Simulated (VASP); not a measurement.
Input of a VASP 6.6.1 run:

INCAR

```
PREC = Accurate ; ENCUT = 520
EDIFF = 1E-6 ; ISMEAR = 0
SIGMA = 0.15 ; LREAL = F
LASPH = T ; NELM = 100
ALGO = Normal ; ISIF = 2
LWAVE = F ; LCHARG = F
GGA = CA ; NBANDS = 11
```

The input KPOINTS:

```
regular mesh
0
Gamma
  20 20 20
```

POSCAR

```
Si
1.0
   -2.1816625201      2.1816625201      1.3824360055
    2.1816625201     -2.1816625201      1.3824360055
    2.1816625201      2.1816625201     -1.3824360055
Si
2
Direct
    0.2500000000      0.7500000000      0.5000000000
    0.5000000000      0.5000000000      0.0000000000
```

Potentials or basis: VASP PAW LDA potentials, release 64 (Si).

Run with:

```console
$ cat potpaw_LDA.64/Si/POTCAR > POTCAR
$ mpirun -np 1 vasp_std > vasp.out
```

Task: Predict the band gap on the k mesh.

Result: Zero (band 4 reaches 14.77 eV, above the bottom of band 5 at 6.11 eV).

Task: Predict the pressure.

Result: 24.7 GPa.

Stress tensor (GPa, compression positive):
```
33.37  0.00  0.00
 0.00 33.37  0.00
 0.00  0.00  7.41
```

Caveat: the cell differs from its parent crystal (strain -0.080 along x and y, +0.040 along z).
